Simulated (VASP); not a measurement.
# Si (P6/mmm) in VASP: notebook

The runs below take Si through single point, with LDA.

Everything below comes from runs of VASP 6.6.1. Logs are shortened: lines on timing, memory, paths and dates and some standing lists are left out, and cuts for length are marked.

## Step 1: The cell of the first run

The structure is hexagonal, space group P6/mmm (No. 191). The conventional cell has a = 2.490 Å, b = 2.490 Å, c = 2.590 Å, α = 90.00°, β = 90.00°, γ = 120.00°. Si (site symmetry 6/mmm) has 8 Si at 2.49 to 2.59 Å within 3.3 Å.

This isn't the form of Si at room conditions, which is diamond.

## Step 2: Single point, LDA (strain -0.050 along x and y, +0.050 along z)

INCAR

```
PREC = Accurate
ENCUT = 520
EDIFF = 1E-6
ISMEAR = 0
SIGMA = 0.15
LREAL = False
LASPH = True
NELM = 60
ALGO = Normal
ISIF = 2
LWAVE = False
LCHARG = False
GGA = CA
NBANDS = 8
```

KPOINTS

```
Automatic mesh
0
Gamma
  24 24 20
```

POSCAR

```
Si
1.0
    2.4895156742      0.0000000000      0.0000000000
   -1.2447578371      2.1559838169      0.0000000000
    0.0000000000      0.0000000000      2.5896721095
Si
1
Direct
    0.0000000000      0.0000000000      0.0000000000
```

Potentials or basis: VASP PAW LDA potentials, release 64 (Si).

Launch:

```console
> cat potpaw_LDA.64/Si/POTCAR > POTCAR
> mpirun -np 1 vasp_std > vasp.out
```

OUTCAR:

```text
PREC = Accurate
   ENCUT = 520
   EDIFF = 1E-6
   ISMEAR = 0
   LREAL = False
   LASPH = True
   NELM = 60
   ISIF = 2
   GGA = CA

 ion  position               nearest neighbor table
   1  0.000  0.000  0.000-

  LATTYP: Found a hexagonal cell.
 ALAT       =     2.4895156742
 C/A-ratio  =     1.0402312933

  Lattice vectors:

 A1 = (   2.4895156742,   0.0000000000,   0.0000000000)
 A2 = (  -1.2447578371,   2.1559838169,   0.0000000000)
 A3 = (   0.0000000000,   0.0000000000,   2.5896721095)

Analysis of symmetry for initial positions (statically):
=====================================================================
 Subroutine PRICEL returns:
 Original cell was already a primitive cell.

 Routine SETGRP: Setting up the symmetry group for a
 hexagonal supercell.

 Subroutine GETGRP returns: Found 24 space group operations
 (whereof 24 operations were pure point group operations)
 out of a pool of 24 trial point group operations.

The static configuration has the point symmetry D_6h.

Analysis of symmetry for dynamics (positions and initial velocities):
=====================================================================
 Subroutine PRICEL returns:
 Original cell was already a primitive cell.

 Routine SETGRP: Setting up the symmetry group for a
 hexagonal supercell.

 Subroutine GETGRP returns: Found 24 space group operations
 (whereof 24 operations were pure point group operations)
 out of a pool of 24 trial point group operations.

The dynamic configuration has the point symmetry D_6h.

 Subroutine INISYM returns: Found 24 space group operations
 (whereof 24 operations are pure point group operations),
 and found     1 'primitive' translations

----------------------------------------------------------------------------------------

                                     Primitive cell

  volume of cell :      13.8997

  direct lattice vectors                    reciprocal lattice vectors
     2.489515674  0.000000000  0.000000000     0.401684557  0.231912687  0.000000000
    -1.244757837  2.155983817  0.000000000     0.000000000  0.463825374  0.000000000
     0.000000000  0.000000000  2.589672109     0.000000000  0.000000000  0.386149272

  length of vectors
     2.489515674  2.489515674  2.589672109     0.463825374  0.463825374  0.386149272

  position of ions in fractional coordinates (direct lattice)
     0.000000000  0.000000000  0.000000000

  ion indices of the primitive-cell ions
   primitive index   ion index
                 1           1

----------------------------------------------------------------------------------------

 KPOINTS: Automatic mesh

Automatic generation of k-mesh.
 Grid dimensions read from file:
 generate k-points for:   24   24   20

 Generating k-lattice:

  Cartesian coordinates                     Fractional coordinates (reciprocal lattice)
     0.016736857  0.009663029  0.000000000     0.041666667  0.000000000  0.000000000
     0.000000000  0.019326057  0.000000000     0.000000000  0.041666667  0.000000000
     0.000000000  0.000000000  0.019307464     0.000000000  0.000000000  0.050000000

  Length of vectors
     0.019326057  0.019326057  0.019307464

  Shift w.r.t. Gamma in fractional coordinates (k-lattice)
     0.000000000  0.000000000  0.000000000

 Subroutine IBZKPT returns following result:
 ===========================================

 Found    671 irreducible k-points:

 Following reciprocal coordinates:
            Coordinates               Weight
  0.000000  0.000000  0.000000      1.000000
  0.041667  0.000000  0.000000      6.000000
  0.083333  0.000000  0.000000      6.000000
  0.125000 -0.000000  0.000000      6.000000
  0.166667 -0.000000  0.000000      6.000000
  0.208333 -0.000000  0.000000      6.000000
[... 16 lines left out ...]
  0.416667  0.041667  0.000000     12.000000
  0.458333  0.041667  0.000000     12.000000
 [... further k-points ...]
   k-points           NKPTS =    671   k-points in BZ     NKDIM =    671   number of bands    NBANDS=      8
   number of dos      NEDOS =    301   number of ions     NIONS =      1
   total plane-waves  NPLWV =   8000
   dimension x,y,z NGX =    20 NGY =   20 NGZ =   20
   dimension x,y,z NGXF=    40 NGYF=   40 NGZF=   40
   ions per type =               1
   NGX,Y,Z   is equivalent  to a cutoff of  13.36, 13.36, 12.84 a.u.
   NGXF,Y,Z  is equivalent  to a cutoff of  26.71, 26.71, 25.68 a.u.
 SYSTEM =  unknown system
   PREC   = accura    normal or accurate (medium, high low for compatibility)
   ISTART =      0    job   : 0-new  1-cont  2-samecut
   ICHARG =      2    charge: 1-file 2-atom 10-const
   ISPIN  =      1    spin polarized calculation?
   LNONCOLLINEAR =      F non collinear calculations
   LSORBIT =      F    spin-orbit coupling
   LASPH  =      T    aspherical Exc in radial PAW
   ENCUT  =  520.0 eV  38.22 Ry    6.18 a.u.   4.63  4.63  4.82*2*pi/ulx,y,z
   NELM   =     60;   NELMIN=  2; NELMDL= -5     # of ELM steps
   EDIFF  = 0.1E-05   stopping-criterion for ELM
   LREAL  =      F    real-space projection
   EDIFFG = 0.1E-04   stopping-criterion for IOM
   NSW    =      0    number of steps for IOM
   IBRION =     -1    ionic relax: 0-MD 1-quasi-New 2-CG
   NFREE  =      0    steps in history (QN), initial steepest desc. (CG)
   ISIF   =      2    stress and relaxation
   ISYM   =      2    0-nonsym 1-usesym 2-fastsym
   POTIM  = 0.5000    time-step for ionic-motion
   TEBEG  =    0.0;   TEEND  =   0.0 temperature during run
   PSTRESS=    0.0 pullay stress
   NELECT =       4.0000    total number of electrons
   NUPDOWN=      -1.0000    fix difference up-down
   EMIN   =  10.00;   EMAX   =-10.00  energy-range for DOS
   EFERMI =   0.00;   METHOD = LEGACY
   ISMEAR =     0;   SIGMA  =   0.15  broadening in eV -4-tet -1-fermi 0-gaus
   EFERMI_NEDOS =   21; number of points for ismear=-14 and -15
   IALGO  =     38    algorithm
   IMIX   =      4    mixing-type and parameters
     AMIX     =   0.40;   BMIX     =  1.00
     AMIX_MAG =   1.60;   BMIX_MAG =  1.00
  volume/ion in A,a.u.               =      13.90        93.80
  Fermi-wavevector in a.u.,A,eV,Ry     =   1.080836  2.042484 15.894412  1.168206
  Thomas-Fermi vector in A             =   2.216837
   LORBIT       =      0    0 simple, 1 ext, 2 COOP (PROOUT), +10 PAW based schemes
   GGA     = CA    functional components
   LHFCALC =     F    Hartree Fock is set to
   AEXX    =    0.0000 exact exchange contribution
   IVDW    =     0    specifies the selected vdW correction
   LEPSILON=     F    determine dielectric tensor
   LRPA    =     F    only Hartree local field effects (RPA)
 non-spin polarized calculation
 Gauss-broadening in eV      SIGMA  =   0.15
  energy-cutoff  :      520.00
  volume of cell :       13.90
 maximum number of plane-waves:       393
 NGX is ok and might be reduce to    20
   NGX =  9   NGY =  9   NGZ =  9

 number of electron       4.0000000 magnetization

 Free energy of the ion-electron system (eV)
  ---------------------------------------------------
  ext. energy  EPLUGINS =         0.00000000
  ---------------------------------------------------
  free energy    TOTEN  =        -5.64780565 eV

  energy without entropy =       -5.64367032  energy(sigma->0) =       -5.64573799

 E-fermi :  10.3234     XC(G=0): -11.3534

 val. band max:       10.2927589335   @ k =   0.2500   0.2500   0.3000
 cond. band min:      10.3261706853   @ k =   0.2500   0.2083   0.0000
 fundamental gap:      0.0334117518
 Fermi energy:        10.3233904269

 k-point     1 :       0.0000    0.0000    0.0000
  band No.  band energies     occupation
      1      -4.3001      2.00000
      2      15.6624      0.00000
      3      16.6260      0.00000
      4      23.2085      0.00000
      5      23.2085      0.00000
      6      23.8865      0.00000
      7      23.8865      0.00000
      8      29.8135      0.00000

 k-point     2 :       0.0417    0.0000    0.0000
  band No.  band energies     occupation
      1      -4.2460      2.00000
      2      15.7086      0.00000
      3      16.6140      0.00000
      4      22.1882      0.00000
      5      22.4534      0.00000
      6      24.2631      0.00000
      7      24.7324      0.00000
      8      30.4199      0.00000

 k-point     3 :       0.0833    0.0000    0.0000
  band No.  band energies     occupation
      1      -4.0838      2.00000
      2      15.8474      0.00000
      3      16.5388      0.00000
      4      20.6330      0.00000
      5      21.5274      0.00000
      6      24.2847      0.00000
      7      25.9300      0.00000
      8      31.7652      0.00000

 k-point     4 :       0.1250   -0.0000    0.0000
  band No.  band energies     occupation
      1      -3.8139      2.00000
      2      16.0785      0.00000
      3      16.2256      0.00000
      4      19.2027      0.00000
      5      20.6761      0.00000
      6      24.0346      0.00000
      7      27.2322      0.00000
      8      32.7191      0.00000

 k-point     5 :       0.1667   -0.0000    0.0000
  band No.  band energies     occupation
      1      -3.4366      2.00000
      2      15.3226      0.00000
      3      16.4018      0.00000
      4      18.3585      0.00000
      5      19.9118      0.00000
      6      23.7379      0.00000
      7      28.6237      0.00000
      8      33.2160      0.00000

 k-point     6 :       0.2083   -0.0000    0.0000
  band No.  band energies     occupation
      1      -2.9529      2.00000
      2      13.8722      0.00000
      3      16.8167      0.00000
      4      18.0846      0.00000
      5      19.2369      0.00000
      6      23.5260      0.00000
      7      30.0971      0.00000
      8      31.7873      0.00000

 k-point     7 :       0.2500   -0.0000    0.0000
  band No.  band energies     occupation
      1      -2.3634      2.00000
      2      12.2377      0.00000
      3      17.3225      0.00000
      4      18.0144      0.00000
      5      18.6522      0.00000
      6      23.4794      0.00000
      7      30.3335      0.00000
      8      31.6431      0.00000

 k-point     8 :       0.2917    0.0000    0.0000
  band No.  band energies     occupation
      1      -1.6695      2.00000
      2      10.5881      0.01256
      3      17.9178      0.00000
      4      17.9738      0.00000
      5      18.1577      0.00000
      6      23.6436      0.00000
      7      28.8938      0.00000
      8      33.2471      0.00000

 k-point     9 :       0.3333    0.0000    0.0000
  band No.  band energies     occupation
      1      -0.8722      2.00000
      2       8.9815      2.00000
      3      17.7533      0.00000
      4      17.9149      0.00000
      5      18.5998      0.00000
      6      24.0307      0.00000
      7      27.4960      0.00000
      8      32.3663      0.00000

 k-point    10 :       0.3750    0.0000    0.0000
  band No.  band energies     occupation
      1       0.0268      2.00000
      2       7.4414      2.00000
      3      17.4390      0.00000
      4      17.8394      0.00000
      5      19.3624      0.00000
      6      24.6265      0.00000
      7      26.1628      0.00000
      8      31.1119      0.00000
[... 78 lines left out ...]
 k-point    18 :       0.2083    0.0417    0.0000
  band No.  band energies     occupation
      1      -2.6311      2.00000
      2      13.0978      0.00000
      3      17.0928      0.00000
      4      17.2411      0.00000
      5      19.4198      0.00000
      6      23.8515      0.00000
      7      30.4346      0.00000
      8      31.0566      0.00000

 k-point    19 :       0.2500    0.0417    0.0000
  band No.  band energies     occupation
      1      -1.9894      2.00000
      2      11.4465      0.00000
      3      16.8676      0.00000
      4      17.6435      0.00000
      5      19.3023      0.00000
      6      23.8217      0.00000
      7      29.6213      0.00000
      8      31.9046      0.00000

 k-point    20 :       0.2917    0.0417    0.0000
  band No.  band energies     occupation
      1      -1.2438      2.00000
      2       9.8148      2.00000
      3      16.5225      0.00000
      4      18.2824      0.00000
      5      19.2333      0.00000
      6      24.0190      0.00000
      7      28.2092      0.00000
      8      32.6795      0.00000

 k-point    21 :       0.3333    0.0417    0.0000
  band No.  band energies     occupation
      1      -0.3957      2.00000
      2       8.2399      2.00000
      3      16.2243      0.00000
      4      19.0054      0.00000
      5      19.1658      0.00000
      6      24.4523      0.00000
      7      26.8470      0.00000
      8      31.7437      0.00000

 k-point    22 :       0.3750    0.0417    0.0000
  band No.  band energies     occupation
      1       0.5534      2.00000
      2       6.7383      2.00000
      3      15.9898      0.00000
      4      19.0948      0.00000
      5      19.8030      0.00000
      6      25.1011      0.00000
      7      25.5592      0.00000
      8      30.4964      0.00000

 k-point    23 :       0.4167    0.0417    0.0000
  band No.  band energies     occupation
      1       1.6016      2.00000
      2       5.3188      2.00000
      3      15.8290      0.00000
      4      19.0346      0.00000
      5      20.6455      0.00000
      6      24.3852      0.00000
      7      25.9324      0.00000
      8      29.2366      0.00000

 k-point    24 :       0.4583    0.0417    0.0000
  band No.  band energies     occupation
      1       2.7470      2.00000
      2       3.9871      2.00000
      3      15.7475      0.00000
      4      19.0003      0.00000
      5      21.3898      0.00000
      6      23.4738      0.00000
      7      26.9090      0.00000
      8      28.0415      0.00000

 [... further k-points ...]

------------------------ aborting loop because EDIFF is reached ----------------------------------------

  FORCE on cell =-STRESS in cart. coord.  units (eV):
  Direction    XX          YY          ZZ          XY          YZ          ZX
  --------------------------------------------------------------------------------------
  -------------------------------------------------------------------------------------
  Total        1.3734501      1.3734501     -0.9277798      0.0000000     -0.0000000      0.0000000
  in kB      158.3136345    158.3136345   -106.9425007      0.0000000     -0.0000000      0.0000000
  external PRESSURE =      69.8949228 kB  Pullay stress =       0.0000000 kB

 VOLUME and BASIS-vectors are now :
 -----------------------------------------------------------------------------
  energy-cutoff  :      520.00
  volume of cell :       13.90
      direct lattice vectors                 reciprocal lattice vectors
     2.489515674  0.000000000  0.000000000     0.401684557  0.231912687  0.000000000
    -1.244757837  2.155983817  0.000000000     0.000000000  0.463825374  0.000000000
     0.000000000  0.000000000  2.589672109     0.000000000  0.000000000  0.386149272

 POSITION                                       TOTAL-FORCE (eV/Angst)
 -----------------------------------------------------------------------------------
      0.00000      0.00000      0.00000         0.000000      0.000000      0.000000
 -----------------------------------------------------------------------------------
    total drift:                               -0.000000     -0.000000      0.000000

  FREE ENERGIE OF THE ION-ELECTRON SYSTEM (eV)
  ---------------------------------------------------
  free  energy   TOTEN  =        -5.6478056547 eV

  energy  without entropy=       -5.6436703249  energy(sigma->0) =       -5.64573799
```

Wall time 70 s (1 thread of Intel Xeon 8259CL, shared host); peak memory 0.16 GiB.

Results:

* Free energy: -5.6478 eV
* Pressure: 7.0 GPa
* Band gap on the k mesh: zero (bands 2 and 3 overlap by 10.25 eV)

Caveat: the cell differs from its parent crystal (strain -0.050 along x and y, +0.050 along z); the cell stands under pressure.

[end of part 1 of 2]
